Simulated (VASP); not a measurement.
# O (C2/m) in VASP: notebook

The runs below take O through single point, with LDA.

Everything below comes from runs of VASP 6.6.1. Logs are shortened: lines on timing, memory, paths and dates and some standing lists are left out, and cuts for length are marked.

## Step 1: The cell of the first run

Symmetry: C2/m, No. 12, monoclinic system. The conventional cell has a = 5.626 Å, b = 3.280 Å, c = 4.304 Å, α = 90.00°, β = 123.29°, γ = 90.00°. Within 1.6 Å of O (site symmetry m) lie 1 O at 1.21 Å.

## Step 2: Single point, LDA (volume scaled by 0.96)

File INCAR:

```
PREC = Accurate ; ENCUT = 520
EDIFF = 1E-7 ; ISMEAR = -1
SIGMA = 0.05 ; LREAL = F
LASPH = T ; NELM = 100
ALGO = Normal ; ISIF = 2
LWAVE = F ; LCHARG = F
NBANDS = 13
```

File KPOINTS:

```
regular mesh
0
Gamma
  10 10 7
```

File POSCAR:

```
O
1.0
    2.8128656582     -1.6399481055      0.0000000000
    2.8128656582      1.6399481055      0.0000000000
   -2.3621294444      0.0000000000      3.5977596782
O
2
Direct
    0.9745461700      0.9745461700      0.8444259800
    0.0254538300      0.0254538300      0.1555740200
```

Potentials or basis: VASP PAW LDA potentials, release 64 (O).

Run with:

```console
$ cat potpaw_LDA.64/O/POTCAR > POTCAR
$ mpirun -np 1 vasp_std > vasp.out
```

OUTCAR:

```text
PREC = Accurate
   ENCUT = 520
   EDIFF = 1E-7
   ISMEAR = -1
   LREAL = F
   LASPH = T
   NELM = 100
   ISIF = 2

 ion  position               nearest neighbor table
   1  0.975  0.975  0.844-   2 1.21
   2  0.025  0.025  0.156-   1 1.21

  LATTYP: Found a base centered monoclinic cell.
 ALAT       =     5.6257313164
 B/A-ratio  =     0.5830168607
 C/A-ratio  =     0.7650377976
 COS(beta)  =    -0.5488350190

  Lattice vectors:

 A1 = (   2.8128656582,  -1.6399481055,   0.0000000000)
 A2 = (   2.8128656582,   1.6399481055,   0.0000000000)
 A3 = (  -2.3621294444,   0.0000000000,   3.5977596782)

Analysis of symmetry for initial positions (statically):
=====================================================================
 Subroutine PRICEL returns:
 Original cell was already a primitive cell.

 Routine SETGRP: Setting up the symmetry group for a
 base centered monoclinic supercell.

 Subroutine GETGRP returns: Found  4 space group operations
 (whereof  4 operations were pure point group operations)
 out of a pool of  4 trial point group operations.

The static configuration has the point symmetry C_2h.

Analysis of symmetry for dynamics (positions and initial velocities):
=====================================================================
 Subroutine PRICEL returns:
 Original cell was already a primitive cell.

 Routine SETGRP: Setting up the symmetry group for a
 base centered monoclinic supercell.

 Subroutine GETGRP returns: Found  4 space group operations
 (whereof  4 operations were pure point group operations)
 out of a pool of  4 trial point group operations.

The dynamic configuration has the point symmetry C_2h.

 Subroutine INISYM returns: Found  4 space group operations
 (whereof  4 operations are pure point group operations),
 and found     1 'primitive' translations

----------------------------------------------------------------------------------------

                                     Primitive cell

  volume of cell :      33.1926

  direct lattice vectors                    reciprocal lattice vectors
     2.812865658 -1.639948106  0.000000000     0.177754668 -0.304887696  0.116705831
     2.812865658  1.639948106  0.000000000     0.177754668  0.304887696  0.116705831
    -2.362129444  0.000000000  3.597759678     0.000000000  0.000000000  0.277950750

  length of vectors
     3.256016431  3.256016431  4.303897096     0.371716936  0.371716936  0.277950750

  position of ions in fractional coordinates (direct lattice)
     0.974546170  0.974546170  0.844425980
[... 77 lines left out ...]
   NELM   =    100;   NELMIN=  2; NELMDL= -5     # of ELM steps
   EDIFF  = 0.1E-06   stopping-criterion for ELM
   LREAL  =      F    real-space projection
   EDIFFG = 0.1E-05   stopping-criterion for IOM
   NSW    =      0    number of steps for IOM
   IBRION =     -1    ionic relax: 0-MD 1-quasi-New 2-CG
   NFREE  =      0    steps in history (QN), initial steepest desc. (CG)
   ISIF   =      2    stress and relaxation
   ISYM   =      2    0-nonsym 1-usesym 2-fastsym
   POTIM  = 0.5000    time-step for ionic-motion
   TEBEG  =    0.0;   TEEND  =   0.0 temperature during run
   PSTRESS=    0.0 pullay stress
   NELECT =      12.0000    total number of electrons
   NUPDOWN=      -1.0000    fix difference up-down
   EMIN   =  10.00;   EMAX   =-10.00  energy-range for DOS
[... 5 lines left out ...]
     AMIX     =   0.40;   BMIX     =  1.00
     AMIX_MAG =   1.60;   BMIX_MAG =  1.00
  volume/ion in A,a.u.               =      16.60       112.00
  Fermi-wavevector in a.u.,A,eV,Ry     =   1.166241  2.203875 18.505518  1.360117
  Thomas-Fermi vector in A             =   2.302756
   LORBIT       =      0    0 simple, 1 ext, 2 COOP (PROOUT), +10 PAW based schemes
   GGA     = CA    functional components
   LHFCALC =     F    Hartree Fock is set to
   AEXX    =    0.0000 exact exchange contribution
   IVDW    =     0    specifies the selected vdW correction
   LEPSILON=     F    determine dielectric tensor
   LRPA    =     F    only Hartree local field effects (RPA)
 non-spin polarized calculation
  energy-cutoff  :      520.00
  volume of cell :       33.19
 maximum number of plane-waves:       911
   NGX = 13   NGY = 13   NGZ = 15

 number of electron      11.9999996 magnetization

 Free energy of the ion-electron system (eV)
  ---------------------------------------------------
  ext. energy  EPLUGINS =         0.00000000
  ---------------------------------------------------
  free energy    TOTEN  =       -10.01876338 eV

  energy without entropy =       -9.97136158  energy(sigma->0) =       -9.99506248

 E-fermi :  -1.8377     XC(G=0):  -8.2765

 val. band max:       -1.8385062232   @ k =  -0.1000  -0.3000   0.1429
 cond. band min:      -1.8364990975   @ k =  -0.2000   0.4000   0.2857
 fundamental gap:      0.0020071257
 Fermi energy:        -1.8377041184

 k-point     1 :       0.0000    0.0000    0.0000
  band No.  band energies     occupation
      1     -28.6464      2.00000
      2     -15.1704      2.00000
      3      -9.8621      2.00000
      4      -8.3636      2.00000
      5      -8.3226      2.00000
      6      -1.9443      1.78805
      7      -1.6291      0.03037
      8       4.5870      0.00000
      9       8.9876      0.00000
     10      12.0849      0.00000
     11      13.4012      0.00000
     12      16.0094      0.00000
     13      17.0802      0.00000
[... 354 lines left out ...]
  band No.  band energies     occupation
      1     -28.5251      2.00000
      2     -15.3679      2.00000
      3      -9.6031      2.00000
      4      -8.8681      2.00000
      5      -8.6778      2.00000
      6      -1.8460      1.08314
      7      -1.5217      0.00359
      8       7.1107      0.00000
      9       8.8408      0.00000
     10       9.4729      0.00000
     11      11.2021      0.00000
     12      13.5290      0.00000
     13      15.9758      0.00000

 [... further k-points ...]
[... 5 lines left out ...]
  --------------------------------------------------------------------------------------
  -------------------------------------------------------------------------------------
  Total       -0.2756155     -1.2556398      0.3779931      0.0000000      0.0000000     -0.3647717
  in kB      -13.3037165    -60.6086212     18.2453938      0.0000000      0.0000000    -17.6072064
  external PRESSURE =     -18.5556480 kB  Pullay stress =       0.0000000 kB

 VOLUME and BASIS-vectors are now :
 -----------------------------------------------------------------------------
  energy-cutoff  :      520.00
  volume of cell :       33.19
      direct lattice vectors                 reciprocal lattice vectors
     2.812865658 -1.639948106  0.000000000     0.177754668 -0.304887696  0.116705831
     2.812865658  1.639948106  0.000000000     0.177754668  0.304887696  0.116705831
    -2.362129444  0.000000000  3.597759678     0.000000000  0.000000000  0.277950750

 POSITION                                       TOTAL-FORCE (eV/Angst)
 -----------------------------------------------------------------------------------
      3.48789      0.00000      3.03804         0.330707      0.000000     -1.261595
     -0.22429      0.00000      0.55972        -0.330707      0.000000      1.261595
 -----------------------------------------------------------------------------------
    total drift:                                0.000000     -0.000000      0.000000

  FREE ENERGIE OF THE ION-ELECTRON SYSTEM (eV)
  ---------------------------------------------------
  free  energy   TOTEN  =       -10.0187633805 eV

  energy  without entropy=       -9.9713615803  energy(sigma->0) =       -9.99506248
```

Run time: 26 s. Hardware: 1 thread of Intel Xeon Platinum 8488C (Sapphire Rapids), shared host; peak memory 0.17 GiB.

Results:

* Free energy: -10.0188 eV
* Pressure: -1.9 GPa
* Largest force: 1.304 eV/Å
* Band gap on the k mesh: zero (band 6 reaches -1.70 eV, above the bottom of band 7 at -2.00 eV)

Forces in eV/Å, atoms in the order of the input:
```
O    0.331  0.000 -1.262
O   -0.331  0.000  1.262
```

Stress tensor (GPa, compression positive):
```
-1.33  0.00 -1.76
 0.00 -6.06  0.00
-1.76  0.00  1.82
```

Caveat: the standard files for N, O and F lose accuracy on very short bonds; spin is off for a triplet molecule; forces of over 1 eV/Å act on the atoms, so gaps and moduli don't describe the material at rest.

## Step 3: Single point, LDA (volume scaled by 0.98)

File INCAR:

```
PREC = Accurate
ENCUT = 520
EDIFF = 1E-6
ISMEAR = -1
SIGMA = 0.05
LREAL = F
LASPH = T
NELM = 80
ALGO = Normal
ISIF = 2
LWAVE = F
LCHARG = T
GGA = CA
LELF = T
LVHAR = T
NBANDS = 13
```

File KPOINTS:

```
Automatic mesh
0
Gamma
  10 10 7
```

File POSCAR:

```
O
1.0
    2.8322653448     -1.6512584499      0.0000000000
    2.8322653448      1.6512584499      0.0000000000
   -2.3784205071      0.0000000000      3.6225725980
O
2
Direct
    0.9745461700      0.9745461700      0.8444259800
    0.0254538300      0.0254538300      0.1555740200
```

Potentials or basis: VASP PAW LDA potentials, release 64 (O).

Run with:

```console
$ cat potpaw_LDA.64/O/POTCAR > POTCAR
$ mpirun -np 1 vasp_std > vasp.out
```

Wall time 24 s (1 thread of Intel Xeon Platinum 8488C (Sapphire Rapids), shared host); peak memory 0.17 GiB.

Results (log left out):

```
Free energy            : -10.0095 eV
Pressure               : -3.1 GPa
Largest force          : 0.627 eV/Å
Band gap on the k mesh : zero (band 6 reaches -1.85 eV, above the bottom of band 7 at -2.14 eV)
```

Forces on the atoms (eV/Å):
```
O    0.082  0.000 -0.622
O   -0.082  0.000  0.622
```

Stress tensor (GPa, compression positive):
```
-1.85  0.00 -0.42
 0.00 -5.81  0.00
-0.42  0.00 -1.53
```

Levels at points of the mesh, in eV from the Fermi level:
```csv
k point,band 3,band 4,band 5,band 6,band 7,band 8,band 9,band 10
"(0.00, 0.00, 0.00)",-7.91,-6.40,-6.36,-0.10,0.20,6.40,10.56,13.87
"(0.50, 0.00, 0.00)",-7.59,-7.35,-6.53,-0.30,0.14,9.55,10.71,10.92
"(0.50, 0.50, 0.00)",-7.48,-7.10,-6.76,-0.03,0.39,9.80,10.22,11.14
```

Caveat: the standard files for N, O and F lose accuracy on very short bonds; spin is off for a triplet molecule.

## Step 4: Single point, LDA (volume scaled by 1.02)

File INCAR:

```
PREC = Accurate ; ENCUT = 520
EDIFF = 1E-6 ; ISMEAR = -1
SIGMA = 0.05 ; LREAL = F
LASPH = T ; NELM = 80
ALGO = Normal ; ISIF = 2
LWAVE = F ; LCHARG = F
NBANDS = 13
```

KPOINTS is that of step 3.

File POSCAR:

```
O
1.0
    2.8702868662     -1.6734256379      0.0000000000
    2.8702868662      1.6734256379      0.0000000000
   -2.4103494245      0.0000000000      3.6712035365
O
2
Direct
    0.9745461700      0.9745461700      0.8444259800
    0.0254538300      0.0254538300      0.1555740200
```

Run with:

```console
$ cat potpaw_LDA.64/O/POTCAR > POTCAR
$ mpirun -np 1 vasp_std > vasp.out
```

Run time: 42 s. Hardware: 1 thread of Intel Xeon Platinum 8488C (Sapphire Rapids), shared host; peak memory 0.18 GiB.

Results (log left out):

| Item | Value |
| --- | --- |
| Free energy | -9.9768 eV |
| Pressure | -5.1 GPa |
| Largest force | 0.637 eV/Å |
| Band gap on the k mesh | zero (band 6 reaches -2.15 eV, above the bottom of band 7 at -2.41 eV) |

Forces on the atoms (eV/Å):
```
O   -0.362  0.000  0.524
O    0.362  0.000 -0.524
```

Stress tensor (GPa, compression positive):
```
-2.70  0.00  1.87
 0.00 -5.33  0.00
 1.87  0.00 -7.20
```

Levels at points of the mesh, in eV from the Fermi level:
| k point | band 3 | band 4 | band 5 | band 6 | band 7 | band 8 | band 9 | band 10 |
| --- | --- | --- | --- | --- | --- | --- | --- | --- |
| (0.00, 0.00, 0.00) | -7.68 | -6.15 | -6.11 | -0.09 | 0.18 | 6.35 | 10.07 | 13.76 |
| (0.50, 0.00, 0.00) | -7.26 | -7.17 | -6.27 | -0.27 | 0.13 | 9.39 | 10.34 | 10.84 |
| (0.50, 0.50, 0.00) | -7.17 | -6.95 | -6.49 | -0.02 | 0.37 | 9.38 | 10.24 | 11.09 |

Caveat: the standard files for N, O and F lose accuracy on very short bonds; spin is off for a triplet molecule.

## Step 5: Single point, LDA (volume scaled by 1.04)

File INCAR:

```
PREC     = Accurate       # precision mode
ENCUT    = 520            # plane-wave cutoff, eV
EDIFF    = 1E-6           # SCF threshold, eV
ISMEAR   = -1             # smearing method
SIGMA    = 0.05           # smearing width, eV
LREAL    = F              # projectors in reciprocal space
LASPH    = T              # aspherical terms in the spheres
NELM     = 60             # most SCF steps
ALGO     = Normal         # electronic algorithm
ISIF     = 2              # what is computed and relaxed
LWAVE    = F              # write WAVECAR
LCHARG   = F              # write CHGCAR
GGA      = CA             # functional
NBANDS   = 13             # bands
```

File KPOINTS:

```
regular mesh
0
Gamma
  10 10 7
```

File POSCAR:

```
O
1.0
    2.8889256149     -1.6842923427      0.0000000000
    2.8889256149      1.6842923427      0.0000000000
   -2.4260014827      0.0000000000      3.6950431885
O
2
Direct
    0.9745461700      0.9745461700      0.8444259800
    0.0254538300      0.0254538300      0.1555740200
```

Run with:

```console
$ cat potpaw_LDA.64/O/POTCAR > POTCAR
$ mpirun -np 1 vasp_std > vasp.out
```

Wall time 39 s (1 thread of Intel Xeon Platinum 8488C (Sapphire Rapids), shared host); peak memory 0.19 GiB.

The run converged. Its results:

| Property | Result |
| --- | --- |
| Free energy | -9.9543 eV |
| Pressure | -5.9 GPa |
| Largest force | 1.179 eV/Å |
| Band gap on the k mesh | zero (band 6 reaches -2.29 eV, above the bottom of band 7 at -2.54 eV) |

Forces in eV/Å, atoms in the order of the input:
```
O   -0.561  0.000  1.037
O    0.561  0.000 -1.037
```

Stress tensor (GPa, compression positive):
```
-3.07  0.00  2.85
 0.00 -5.11  0.00
 2.85  0.00 -9.62
```

Levels at points of the mesh, in eV from the Fermi level:
```tsv
k point	band 3	band 4	band 5	band 6	band 7	band 8	band 9	band 10
(0.00, 0.00, 0.00)	-7.57	-6.03	-5.99	-0.09	0.18	6.34	9.83	13.72
(0.50, 0.00, 0.00)	-7.11	-7.09	-6.15	-0.26	0.12	9.28	10.20	10.80
(0.50, 0.50, 0.00)	-7.02	-6.88	-6.36	-0.02	0.35	9.18	10.25	11.07
```

Caveat: the standard files for N, O and F lose accuracy on very short bonds; spin is off for a triplet molecule; forces of over 1 eV/Å act on the atoms, so gaps and moduli don't describe the material at rest.

## Step 6: Single point, LDA (volume scaled by 1.06)

File INCAR:

```
PREC = Accurate
ENCUT = 520
EDIFF = 1E-7
ISMEAR = -1
SIGMA = 0.05
LREAL = False
LASPH = True
NELM = 80
ALGO = Normal
ISIF = 2
LWAVE = False
LCHARG = False
NBANDS = 13
```

File KPOINTS:

```
Automatic mesh
0
Gamma
  10 10 7
```

File POSCAR:

```
O
1.0
    2.9073269111     -1.6950206086      0.0000000000
    2.9073269111      1.6950206086      0.0000000000
   -2.4414541381      0.0000000000      3.7185791300
O
2
Direct
    0.9745461700      0.9745461700      0.8444259800
    0.0254538300      0.0254538300      0.1555740200
```

Potentials or basis: VASP PAW LDA potentials, release 64 (O).

Run with:

```console
$ cat potpaw_LDA.64/O/POTCAR > POTCAR
$ mpirun -np 1 vasp_std > vasp.out
```

Wall time 49 s (1 thread of Intel Xeon Platinum 8488C (Sapphire Rapids), shared host); peak memory 0.19 GiB.

It converged, with:

```
Free energy            : -9.9284 eV
Pressure               : -6.7 GPa
Largest force          : 1.687 eV/Å
Band gap on the k mesh : zero (band 6 reaches -2.42 eV, above the bottom of band 7 at -2.67 eV)
```

Forces in eV/Å, atoms in the order of the input:
```
O   -0.745  0.000  1.514
O    0.745  0.000 -1.514
```

Stress tensor (GPa, compression positive):
```
 -3.36   0.00   3.73
  0.00  -4.86   0.00
  3.73   0.00 -11.77
```

Levels at points of the mesh, in eV from the Fermi level:
| k point | band 4 | band 5 | band 6 | band 7 | band 8 | band 9 |
| --- | --- | --- | --- | --- | --- | --- |
| (0.00, 0.00, 0.00) | -5.92 | -5.88 | -0.09 | 0.17 | 6.32 | 9.60 |
| (0.50, 0.00, 0.00) | -6.96 | -6.03 | -0.25 | 0.12 | 9.14 | 10.09 |
| (0.50, 0.50, 0.00) | -6.81 | -6.24 | -0.01 | 0.34 | 8.98 | 10.25 |

Caveat: the standard files for N, O and F lose accuracy on very short bonds; spin is off for a triplet molecule; forces of over 1 eV/Å act on the atoms, so gaps and moduli don't describe the material at rest.

## Step 7: The runs side by side

| cell | gap on the mesh (eV) | pressure (GPa) | largest force (eV/Å) |
| --- | --- | --- | --- |
| a = 3.256, b = 3.256, c = 4.304 Å, angles 118.3, 118.3, 60.5°, 2 atoms | none | -1.9 | 1.30 |
| a = 3.278, b = 3.278, c = 4.334 Å, angles 118.3, 118.3, 60.5°, 2 atoms | none | -3.1 | 0.63 |
| a = 3.322, b = 3.322, c = 4.392 Å, angles 118.3, 118.3, 60.5°, 2 atoms | none | -5.1 | 0.64 |
| a = 3.344, b = 3.344, c = 4.420 Å, angles 118.3, 118.3, 60.5°, 2 atoms | none | -5.9 | 1.18 |
| a = 3.365, b = 3.365, c = 4.448 Å, angles 118.3, 118.3, 60.5°, 2 atoms | none | -6.7 | 1.69 |

Alike in all rows: task single point; level LDA; potentials or basis VASP PAW LDA potentials, release 64 (O); no spin polarisation; k mesh 10 × 10 × 7; cutoff (eV) 520; smearing fermi-dirac 0.05 eV.

Caveats: the standard files for N, O and F lose accuracy on very short bonds; spin is off for a triplet molecule; forces of over 1 eV/Å act on the atoms, so gaps and moduli don't describe the material at rest (some runs).

Total energies depend on the potentials used, so only differences within one code and one set of settings carry meaning.
